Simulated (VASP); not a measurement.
Crystal: I.

```
I
1.0
     3.66473   -2.26760    0.00000
     3.66473    2.26760    0.00000
     0.00000    0.00000    9.47508
I
4
Direct
  0.82608 0.17392 0.87782
  0.32608 0.67392 0.62218
  0.17392 0.82608 0.12218
  0.67392 0.32608 0.37782
```

| Item | Value |
| --- | --- |
| Program | VASP 6.6.1 |
| Task | relaxation of cell and atoms |
| Functional | PBEsol |
| Potentials or basis | VASP PAW PBE potentials, release 64 (I) |
| Cutoff | 600 eV |
| k mesh | 8 × 8 × 4 |
| Occupations | gaussian, width 0.02 eV |
| Spin | no spin polarisation |

At the start: pressure -0.1 GPa; volume 39.37 Å³/atom.

Task: Where does the relaxation end?

Result: Over 14 steps the energy falls by 2.3 meV/atom and the volume is 39.66 Å³/atom (+0.7 %); space group Cmce (No. 64, to 0.05 Å).

The path:
```csv
step,energy change (eV),largest force (eV/Å),pressure (GPa),volume (Å³)
1,0.0000,0.0433,-0.07,157.48
2,-0.0020,0.0390,0.06,157.10
3,-0.0031,0.0429,0.26,156.55
4,-0.0041,0.0257,0.22,156.73
5,-0.0061,0.0400,0.08,157.28
6,-0.0049,0.1464,-0.16,158.35
7,-0.0065,0.0744,0.00,157.63
8,-0.0071,0.0661,0.00,157.76
9,-0.0084,0.0411,0.00,158.14
10,-0.0087,0.0130,0.01,158.88
11,-0.0090,0.0137,0.00,158.57
12,-0.0090,0.0069,0.02,158.56
13,-0.0090,0.0026,0.03,158.55
14,-0.0090,0.0042,0.01,158.65
```

Final structure:
```
CELL_PARAMETERS angstrom
3.75467 -2.19259 0.00000
3.75467 2.19259 0.00000
0.00000 0.00000 9.63550
ATOMIC_POSITIONS crystal
I 0.82665 0.17335 0.87731
I 0.32665 0.67335 0.62269
I 0.17335 0.82665 0.12269
I 0.67335 0.32665 0.37731
```

Caveat: the PAW data sets were made with another functional, which shifts forces and pressure a little.
